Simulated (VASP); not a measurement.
# Cs2Y (P6/mmm) in VASP: notebook

Runs on Cs2Y. Level: PBE. Tasks: single point.

All numbers are computed with VASP 6.6.1; they aren't measurements. Logs are shortened: lines on timing, memory, paths and dates and some standing lists are left out, and cuts for length are marked.

### 1 The cell of the first run

The structure is hexagonal, space group P6/mmm (No. 191). Conventional cell: a = 7.428 Å, b = 7.428 Å, c = 3.898 Å, α = 90.00°, β = 90.00°, γ = 120.00°. Within 5.1 Å of Cs (site symmetry -6m2) lie 5 Cs at 3.90 to 4.29 Å and 6 Y at 4.71 Å. Y (site symmetry 6/mmm) has 2 Y at 3.90 Å and 12 Cs at 4.71 Å within 5.1 Å.

### 2 Single point, PBE

INCAR

```
SYSTEM = Cs2Y
PREC = Accurate
ENCUT = 520
EDIFF = 1E-7
ISMEAR = 0
SIGMA = 0.1
LREAL = .FALSE.
LASPH = .TRUE.
NELM = 100
ALGO = Normal
ISIF = 2
LWAVE = .FALSE.
LCHARG = .FALSE.
GGA = PE
NBANDS = 22
```

KPOINTS

```
Automatic mesh
0
G
  6 6 4
  0 0 0
```

POSCAR

```
Cs2Y
1.0
    7.4275138884      0.0000000000      0.0000000000
   -3.7137569442      6.4324157143      0.0000000000
    0.0000000000      0.0000000000      3.8975304265
Cs Y
2 1
Direct
    0.3333333333      0.6666666667      0.5000000000
    0.6666666667      0.3333333333      0.5000000000
    0.0000000000      0.0000000000      0.0000000000
```

Potentials or basis: VASP PAW PBE potentials, release 64 (Cs_sv, Y_sv).

On the command line:

```
$ cat potpaw_PBE.64/Cs_sv/POTCAR potpaw_PBE.64/Y_sv/POTCAR > POTCAR
$ mpirun -np 1 vasp_std > vasp.out
```

OUTCAR:

```text
SYSTEM = Cs2Y
   PREC = Accurate
   ENCUT = 520
   EDIFF = 1E-7
   ISMEAR = 0
   LREAL = .FALSE.
   LASPH = .TRUE.
   NELM = 100
   ISIF = 2
   GGA = PE

 ion  position               nearest neighbor table
   1  0.333  0.667  0.500-
   2  0.667  0.333  0.500-
   3  0.000  0.000  0.000-

  LATTYP: Found a hexagonal cell.
 ALAT       =     7.4275138884
 C/A-ratio  =     0.5247422603

  Lattice vectors:

 A1 = (   7.4275138884,   0.0000000000,   0.0000000000)
 A2 = (  -3.7137569442,   6.4324157143,   0.0000000000)
 A3 = (   0.0000000000,   0.0000000000,   3.8975304265)

Analysis of symmetry for initial positions (statically):
=====================================================================
 Subroutine PRICEL returns:
 Original cell was already a primitive cell.

 Routine SETGRP: Setting up the symmetry group for a
 hexagonal supercell.

 Subroutine GETGRP returns: Found 24 space group operations
 (whereof 24 operations were pure point group operations)
 out of a pool of 24 trial point group operations.

The static configuration has the point symmetry D_6h.

Analysis of symmetry for dynamics (positions and initial velocities):
=====================================================================
 Subroutine PRICEL returns:
 Original cell was already a primitive cell.

 Routine SETGRP: Setting up the symmetry group for a
 hexagonal supercell.

 Subroutine GETGRP returns: Found 24 space group operations
 (whereof 24 operations were pure point group operations)
 out of a pool of 24 trial point group operations.

The dynamic configuration has the point symmetry D_6h.

 Subroutine INISYM returns: Found 24 space group operations
 (whereof 24 operations are pure point group operations),
 and found     1 'primitive' translations

----------------------------------------------------------------------------------------

                                     Primitive cell

  volume of cell :     186.2118

  direct lattice vectors                    reciprocal lattice vectors
     7.427513888  0.000000000  0.000000000     0.134634551  0.077731294  0.000000000
    -3.713756944  6.432415714  0.000000000     0.000000000  0.155462589  0.000000000
     0.000000000  0.000000000  3.897530426     0.000000000  0.000000000  0.256572724

  length of vectors
     7.427513888  7.427513888  3.897530426     0.155462589  0.155462589  0.256572724

  position of ions in fractional coordinates (direct lattice)
     0.333333333  0.666666667  0.500000000
     0.666666667  0.333333333  0.500000000
     0.000000000  0.000000000  0.000000000

  ion indices of the primitive-cell ions
   primitive index   ion index
                 1           1
                 2           2
                 3           3

----------------------------------------------------------------------------------------

 KPOINTS: Automatic mesh

Automatic generation of k-mesh.
 Grid dimensions read from file:
 generate k-points for:    6    6    4

 Generating k-lattice:

  Cartesian coordinates                     Fractional coordinates (reciprocal lattice)
     0.022439092  0.012955216  0.000000000     0.166666667  0.000000000  0.000000000
     0.000000000  0.025910431  0.000000000     0.000000000  0.166666667  0.000000000
     0.000000000  0.000000000  0.064143181     0.000000000  0.000000000  0.250000000

  Length of vectors
     0.025910431  0.025910431  0.064143181

  Shift w.r.t. Gamma in fractional coordinates (k-lattice)
     0.000000000  0.000000000  0.000000000

 Subroutine IBZKPT returns following result:
 ===========================================

 Found     21 irreducible k-points:

 Following reciprocal coordinates:
            Coordinates               Weight
  0.000000  0.000000  0.000000      1.000000
  0.166667  0.000000  0.000000      6.000000
  0.333333 -0.000000  0.000000      6.000000
  0.500000 -0.000000  0.000000      3.000000
  0.166667  0.166667  0.000000      6.000000
  0.333333  0.166667  0.000000     12.000000
[... 13 lines left out ...]
  0.333333  0.166667  0.500000     12.000000
  0.333333  0.333333  0.500000      2.000000
   k-points           NKPTS =     21   k-points in BZ     NKDIM =     21   number of bands    NBANDS=     22
   number of dos      NEDOS =    301   number of ions     NIONS =      3
   total plane-waves  NPLWV =  94080
   dimension x,y,z NGX =    56 NGY =   56 NGZ =   30
   dimension x,y,z NGXF=   112 NGYF=  112 NGZF=   60
   ions per type =               2   1
   NGX,Y,Z   is equivalent  to a cutoff of  12.53, 12.53, 12.80 a.u.
   NGXF,Y,Z  is equivalent  to a cutoff of  25.07, 25.07, 25.59 a.u.
 SYSTEM =  Cs2Y
   PREC   = accura    normal or accurate (medium, high low for compatibility)
   ISTART =      0    job   : 0-new  1-cont  2-samecut
   ICHARG =      2    charge: 1-file 2-atom 10-const
   ISPIN  =      1    spin polarized calculation?
   LNONCOLLINEAR =      F non collinear calculations
   LSORBIT =      F    spin-orbit coupling
   LASPH  =      T    aspherical Exc in radial PAW
   ENCUT  =  520.0 eV  38.22 Ry    6.18 a.u.  13.81 13.81  7.25*2*pi/ulx,y,z
   NELM   =    100;   NELMIN=  2; NELMDL= -5     # of ELM steps
   EDIFF  = 0.1E-06   stopping-criterion for ELM
   LREAL  =      F    real-space projection
   EDIFFG = 0.1E-05   stopping-criterion for IOM
   NSW    =      0    number of steps for IOM
   IBRION =     -1    ionic relax: 0-MD 1-quasi-New 2-CG
   NFREE  =      0    steps in history (QN), initial steepest desc. (CG)
   ISIF   =      2    stress and relaxation
   ISYM   =      2    0-nonsym 1-usesym 2-fastsym
   POTIM  = 0.5000    time-step for ionic-motion
   TEBEG  =    0.0;   TEEND  =   0.0 temperature during run
   PSTRESS=    0.0 pullay stress
   NELECT =      29.0000    total number of electrons
   NUPDOWN=      -1.0000    fix difference up-down
   EMIN   =  10.00;   EMAX   =-10.00  energy-range for DOS
   EFERMI =   0.00;   METHOD = LEGACY
   ISMEAR =     0;   SIGMA  =   0.10  broadening in eV -4-tet -1-fermi 0-gaus
   EFERMI_NEDOS =   21; number of points for ismear=-14 and -15
   IALGO  =     38    algorithm
   IMIX   =      4    mixing-type and parameters
     AMIX     =   0.40;   BMIX     =  1.00
     AMIX_MAG =   1.60;   BMIX_MAG =  1.00
  volume/ion in A,a.u.               =      62.07       418.87
  Fermi-wavevector in a.u.,A,eV,Ry     =   0.880789  1.664450 10.555250  0.775789
  Thomas-Fermi vector in A             =   2.001197
   LORBIT       =      0    0 simple, 1 ext, 2 COOP (PROOUT), +10 PAW based schemes
   GGA     = PE    functional components
   LHFCALC =     F    Hartree Fock is set to
   AEXX    =    0.0000 exact exchange contribution
   IVDW    =     0    specifies the selected vdW correction
   LEPSILON=     F    determine dielectric tensor
   LRPA    =     F    only Hartree local field effects (RPA)
 non-spin polarized calculation
 Gauss-broadening in eV      SIGMA  =   0.10
  energy-cutoff  :      520.00
  volume of cell :      186.21
 maximum number of plane-waves:      5046
 NGX is ok and might be reduce to    56
   NGX = 27   NGY = 27   NGZ = 15

 number of electron      28.9999998 magnetization

 Free energy of the ion-electron system (eV)
  ---------------------------------------------------
  ext. energy  EPLUGINS =         0.00000000
  ---------------------------------------------------
  free energy    TOTEN  =        -6.01745249 eV

  energy without entropy =       -5.98440827  energy(sigma->0) =       -6.00093038

 E-fermi :   1.7793     XC(G=0):  -7.2141

 val. band max:        1.7644846301   @ k =   0.5000  -0.0000   0.5000
 cond. band min:       1.7934167964   @ k =   0.1667   0.0000   0.5000
 fundamental gap:      0.0289321663
 Fermi energy:         1.7793223329

 k-point     1 :       0.0000    0.0000    0.0000
  band No.  band energies     occupation
      1     -42.5052      2.00000
      2     -22.4782      2.00000
      3     -22.4782      2.00000
      4     -22.2334      2.00000
      5     -21.7002      2.00000
      6     -21.6321      2.00000
[... 14 lines left out ...]
     21       3.7634      0.00000
     22       3.7634      0.00000

 k-point     2 :       0.1667    0.0000    0.0000
  band No.  band energies     occupation
      1     -42.5052      2.00000
      2     -22.4783      2.00000
      3     -22.4782      2.00000
      4     -22.2334      2.00000
      5     -21.6961      2.00000
      6     -21.6361      2.00000
[... 14 lines left out ...]
     21       3.7574      0.00000
     22       3.7656      0.00000

 k-point     3 :       0.3333   -0.0000    0.0000
  band No.  band energies     occupation
      1     -42.5052      2.00000
      2     -22.4785      2.00000
      3     -22.4782      2.00000
      4     -22.2334      2.00000
      5     -21.6856      2.00000
      6     -21.6466      2.00000
[... 14 lines left out ...]
     21       3.7457      0.00000
     22       3.7732      0.00000

 k-point     4 :       0.5000   -0.0000    0.0000
  band No.  band energies     occupation
      1     -42.5052      2.00000
      2     -22.4786      2.00000
      3     -22.4782      2.00000
      4     -22.2333      2.00000
      5     -21.6772      2.00000
      6     -21.6550      2.00000
[... 14 lines left out ...]
     21       3.7157      0.00000
     22       3.7402      0.00000

 k-point     5 :       0.1667    0.1667    0.0000
  band No.  band energies     occupation
      1     -42.5052      2.00000
      2     -22.4784      2.00000
      3     -22.4782      2.00000
      4     -22.2334      2.00000
      5     -21.6887      2.00000
      6     -21.6435      2.00000
[... 342 lines left out ...]
 k-point    19 :       0.1667    0.1667    0.5000
  band No.  band energies     occupation
      1     -42.4988      2.00000
      2     -22.4671      2.00000
      3     -22.4671      2.00000
      4     -22.3491      2.00000
      5     -21.5618      2.00000
      6     -21.5192      2.00000
[... 14 lines left out ...]
     21       4.7225      0.00000
     22       4.8160      0.00000

 k-point    20 :       0.3333    0.1667    0.5000
  band No.  band energies     occupation
      1     -42.4988      2.00000
      2     -22.4671      2.00000
      3     -22.4671      2.00000
      4     -22.3491      2.00000
      5     -21.5513      2.00000
      6     -21.5300      2.00000
[... 14 lines left out ...]
     21       4.3303      0.00000
     22       4.4133      0.00000

 k-point    21 :       0.3333    0.3333    0.5000
  band No.  band energies     occupation
      1     -42.4988      2.00000
      2     -22.4671      2.00000
      3     -22.4671      2.00000
      4     -22.3490      2.00000
      5     -21.5407      2.00000
      6     -21.5407      2.00000
[... 14 lines left out ...]
     21       4.0826      0.00000
     22       4.3767      0.00000

------------------------ aborting loop because EDIFF is reached ----------------------------------------

  FORCE on cell =-STRESS in cart. coord.  units (eV):
  Direction    XX          YY          ZZ          XY          YZ          ZX
  --------------------------------------------------------------------------------------
  -------------------------------------------------------------------------------------
  Total        0.2095455      0.2095455      0.0588005      0.0000000      0.0000000      0.0000000
  in kB        1.8029426      1.8029426      0.5059233      0.0000000      0.0000000      0.0000000
  external PRESSURE =       1.3706028 kB  Pullay stress =       0.0000000 kB

 VOLUME and BASIS-vectors are now :
 -----------------------------------------------------------------------------
  energy-cutoff  :      520.00
  volume of cell :      186.21
      direct lattice vectors                 reciprocal lattice vectors
     7.427513888  0.000000000  0.000000000     0.134634551  0.077731294  0.000000000
    -3.713756944  6.432415714  0.000000000     0.000000000  0.155462589  0.000000000
     0.000000000  0.000000000  3.897530426     0.000000000  0.000000000  0.256572724

 POSITION                                       TOTAL-FORCE (eV/Angst)
 -----------------------------------------------------------------------------------
     -0.00000      4.28828      1.94877         0.000000      0.000000     -0.000000
      3.71376      2.14414      1.94877        -0.000000     -0.000000      0.000000
      0.00000      0.00000      0.00000         0.000000      0.000000      0.000000
 -----------------------------------------------------------------------------------
    total drift:                                0.000000     -0.000000      0.000000

  FREE ENERGIE OF THE ION-ELECTRON SYSTEM (eV)
  ---------------------------------------------------
  free  energy   TOTEN  =        -6.0174524899 eV

  energy  without entropy=       -5.9844082664  energy(sigma->0) =       -6.00093038
```

Run time: 82 s. Hardware: 1 thread of Intel Xeon Platinum 8488C (Sapphire Rapids), shared host; peak memory 0.34 GiB.

Results:

```yaml
Free_energy: -6.0175 eV
Pressure: 0.1 GPa
```

Levels at points of the mesh, in eV from the Fermi level:
| k point | band 12 | band 13 | band 14 | band 15 | band 16 | band 17 | band 18 | band 19 |
| --- | --- | --- | --- | --- | --- | --- | --- | --- |
| (0.00, 0.00, 0.00) | -9.69 | -2.94 | -0.37 | 0.25 | 0.25 | 0.47 | 0.47 | 1.62 |
| (0.50, 0.00, 0.00) | -9.71 | -2.35 | -0.99 | -0.43 | 0.24 | 0.45 | 0.56 | 1.79 |
| (0.00, 0.00, 0.50) | -9.92 | -0.31 | -0.19 | -0.12 | -0.12 | -0.02 | -0.02 | 1.48 |
| (0.50, 0.00, 0.50) | -9.88 | -0.80 | -0.28 | -0.01 | 0.17 | 0.49 | 0.83 | 0.95 |

Caveat: the k points lie up to 0.40 Å⁻¹ apart; spin-orbit coupling is left out, which moves the levels of the heavy elements.

### 3 Single point, PBE

This run uses another cell than the first one, of 64.16 Å³/atom, 1.034 times its volume.

INCAR

```
PREC = Accurate
ENCUT = 520
EDIFF = 1E-7
ISMEAR = 0
SIGMA = 0.1
LREAL = F
LASPH = T
NELM = 80
ALGO = Fast
ISIF = 2
LWAVE = F
LCHARG = T
GGA = PE
LELF = T
LVHAR = T
NBANDS = 22
```

KPOINTS

```
regular mesh
0
Gamma
  6 6 12
```

POSCAR

```
Cs2Y
1.0
    7.5402755085      0.0000000000      0.0000000000
   -3.7701377542      6.5300701419      0.0000000000
    0.0000000000      0.0000000000      3.9088706593
Cs Y
2 1
Direct
    0.3333333333      0.6666666667      0.5000000000
    0.6666666667      0.3333333333      0.5000000000
    0.0000000000      0.0000000000      0.0000000000
```

Potentials or basis: VASP PAW PBE potentials, release 64 (Cs_sv, Y_sv).

On the command line:

```
$ cat potpaw_PBE.64/Cs_sv/POTCAR potpaw_PBE.64/Y_sv/POTCAR > POTCAR
$ mpirun -np 1 vasp_std > vasp.out
```

Run time: 6.7 min. Hardware: 1 thread of Intel Xeon Platinum 8488C (Sapphire Rapids), shared host; peak memory 0.44 GiB.

The run converged. Its results:

- Free energy: -6.0400 eV
- Pressure: 0.0 GPa

Levels at points of the mesh, in eV from the Fermi level:
```csv
k point,band 11,band 12,band 13,band 14,band 15,band 16,band 17,band 18,band 19,band 20
"(0.00, 0.00, 0.00)",-9.79,-9.72,-2.89,-0.37,0.24,0.24,0.45,0.45,1.58,1.65
"(0.50, 0.00, 0.00)",-9.77,-9.74,-2.33,-0.98,-0.40,0.23,0.45,0.53,1.78,1.79
"(0.00, 0.00, 0.50)",-9.95,-9.95,-0.30,-0.15,-0.09,-0.09,0.04,0.04,1.49,1.49
"(0.50, 0.00, 0.50)",-10.03,-9.91,-0.75,-0.25,0.00,0.23,0.50,0.84,0.95,1.03
```

Caveat: spin-orbit coupling is left out, which moves the levels of the heavy elements.
